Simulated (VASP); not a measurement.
Input of a VASP 6.6.1 run:

The input INCAR:

```
SYSTEM = C
PREC = Accurate
ENCUT = 520
EDIFF = 1E-7
ISMEAR = -1
SIGMA = 0.1
LREAL = .FALSE.
LASPH = .TRUE.
NELM = 80
ALGO = Normal
ISIF = 2
LWAVE = .FALSE.
LCHARG = .TRUE.
GGA = CA
LELF = .TRUE.
LVHAR = .TRUE.
NBANDS = 11
```

KPOINTS

```
regular mesh
0
G
  14 14 8
  0 0 0
```

POSCAR

```
C
1.0
    2.1622006129     -1.2484217972      0.0000000000
    2.1622006129      1.2484217972      0.0000000000
   -1.4016813477      0.0000000000      3.5602637319
C
2
Direct
    0.8333555300      0.8333555300      0.0000930400
    0.1666444700      0.1666444700      0.9999069600
```

Potentials or basis: VASP PAW LDA potentials, release 64 (C).

Launch:

```console
$ cat potpaw_LDA.64/C/POTCAR > POTCAR
$ mpirun -np 1 vasp_std > vasp.out
```

(1) What does it give for the pressure?

(2) Predict the largest force.

(3) Estimate the band gap on the k mesh.

## Answers

(1) -15.2 GPa.

(2) 0.005 eV/Å.

(3) 0.75 eV, indirect (least direct gap 0.77 eV).
